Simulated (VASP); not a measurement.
Runs of VASP 6.6.1 on Al2Cu. The structure is that of space group P4/mmm (No. 123), or close to it. The cells are those of the table. 

| task | cell | k mesh | cutoff (eV) | gap on the mesh (eV) | pressure (GPa) | largest force (eV/Å) |
| --- | --- | --- | --- | --- | --- | --- |
| relaxation of cell and atoms | relaxed from a = 2.791, b = 2.791, c = 5.825 Å, 3 atoms | 16 × 16 × 8 | 600 | none | 0.0 | 0.01 |
| single point | a = 2.817, b = 2.817, c = 5.773 Å, 3 atoms | 16 × 16 × 8 | 520 | none | 0.2 | 0.01 |
| single point | a = 2.931, b = 2.931, c = 6.046 Å, 3 atoms | 14 × 14 × 8 | 520 | none | (b) | 1.56 |
| single point | a = 2.794, b = 2.794, c = 5.722 Å, 3 atoms | 6 × 6 × 4 | 520 | none | 2.7 | (a) |

Alike in all rows: level PBEsol; potentials or basis VASP PAW PBE potentials, release 64 (Al, Cu); no spin polarisation; smearing gaussian 0.1 eV.

Question: Estimate the missing entries.

Answer: (a) 0.62; (b) -9.5.

Caveats: some runs use coarse meshes; the PAW data sets were made with another functional, which shifts forces and pressure a little.

A gap of «none» marks levels without a gap at the run's occupations.
